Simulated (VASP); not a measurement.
GaC2: single point with PBE

GaC2:

```xyz
6
Lattice="4.4753 0.0000 0.0000 0.0000 4.4753 0.0000 0.0000 0.0000 4.4753" Properties=species:S:1:pos:R:3 pbc="T T T"
Ga    0.0000    0.0000    0.0000
Ga    2.2377    2.2377    2.2377
C     1.1188    1.1188    1.1188
C     1.1188    3.3565    3.3565
C     3.3565    3.3565    1.1188
C     3.3565    1.1188    3.3565
```

```json
{
 "Program": "VASP 6.6.1",
 "Task": "single point",
 "Functional": "PBE",
 "Potentials or basis": "VASP PAW PBE potentials, release 64 (Ga_d, C)",
 "Cutoff": "600 eV",
 "k mesh": "8 × 8 × 8",
 "Occupations": "gaussian, width 0.1 eV",
 "Spin": "no spin polarisation"
}
```

| Quantity | Value |
| --- | --- |
| Pressure | -0.3 GPa |
| Band gap on the k mesh | zero (bands 21 and 22 overlap by 1.23 eV) |

Levels at points of the mesh, in eV from the Fermi level:
```
           k point  band 19  band 20  band 21  band 22  band 23  band 24
(0.00, 0.00, 0.00)    -1.98    -1.98     0.68     0.68     0.68     2.01
(0.50, 0.00, 0.00)    -0.92    -0.92    -0.17    -0.17     0.89     0.89
(0.50, 0.50, 0.00)    -1.43    -1.43    -0.55    -0.55     1.07     1.07
(0.50, 0.50, 0.50)     0.36     0.36     0.36     1.72     1.72     1.75
```

It took 76 s on 1 thread of Intel(R) Xeon(R) Platinum 8488C (Sapphire Rapids), with other jobs on the host, peak memory 0.25 GiB.
